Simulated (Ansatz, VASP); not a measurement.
# ZrB2: VASP beside Ansatz

The input POSCAR:

```
ZrB2
1.0
    3.1271569103      0.0000000000      0.0000000000
   -1.5635784551      2.7081968031      0.0000000000
    0.0000000000      0.0000000000      3.4852509034
Zr B
1 2
Direct
    0.0000000000      0.0000000000      0.0000000000
    0.3333333333      0.6666666667      0.5000000000
    0.6666666667      0.3333333333      0.5000000000
```

File INCAR.step1:

```
SYSTEM = ZrB2
  ALGO = Normal
  EDIFF = 1E-4
  ENCUT = 520
  GGA = PE
  ISMEAR = -1
  LASPH = .TRUE.
  LCHARG = .FALSE.
  LREAL = .FALSE.
  LWAVE = .TRUE.
  NBANDS = 16
  NELM = 60
  PREC = Accurate
  SIGMA = 0.15
```

Contents of INCAR.step2:

```
SYSTEM = ZrB2
  ALGO = Normal
  EDIFF = 1E-7
  ENCUT = 520
  ISIF = 2
  ISMEAR = -1
  ISTART = 1
  IVDW = 12
  LASPH = .TRUE.
  LCHARG = .FALSE.
  LMIXTAU = .TRUE.
  LREAL = .FALSE.
  LWAVE = .FALSE.
  METAGGA = R2SCAN
  NBANDS = 16
  NELM = 60
  PREC = Accurate
  SIGMA = 0.15
  VDW_A1 = 0.49484001
  VDW_A2 = 5.73083694
  VDW_S6 = 1.0
  VDW_S8 = 0.78981345
```

The input KPOINTS:

```
k-points
0
G
  10 10 8
  0 0 0
```

Input for Ansatz:

```yaml
crystal:
  lattice:
    - [3.1271569102510357, 0.0, 0.0]
    - [-1.5635784551255179, 2.7081968030637755, 0.0]
    - [0.0, 0.0, 3.48525090344382]
  atoms:
    - { symbol: Zr, position: [0.0, 0.0, 0.0] }
    - { symbol: B, position: [0.3333333333333333, 0.6666666666666666, 0.5] }
    - { symbol: B, position: [0.6666666666666666, 0.3333333333333333, 0.5] }
basis:
  ecutwfc: 600.0
kpoints:
  mp_grid:
    grid: [10, 10, 8]
hamiltonian:
  xc: r2scan
  dispersion: d3bj
scf:
  occupations:
    method: fermi_dirac
    width: 0.15
output:
  stress: true
```

Alike in both runs: task single point; functional r2SCAN; dispersion D3(BJ); k mesh 10 × 10 × 8; occupations fermi-dirac, width 0.15 eV; no spin polarisation.

```csv
,VASP,Ansatz
version,VASP 6.6.1,Ansatz 0.2.0
potentials or method,"VASP PAW PBE potentials, release 64 (Zr_sv, B), cutoff 520 eV","plane waves, PAW"
valence electrons in the cell,18,18
```

```csv
,VASP,Ansatz,Ansatz less VASP
pressure (GPa),8.7,8.5,-0.15
"traceless stress, the component that is largest in VASP (GPa)",0.83,0.82,-0.007
```

VASP's potentials were made for PBE, not for r2SCAN. Ansatz's warnings: dispersion damping borrowed.
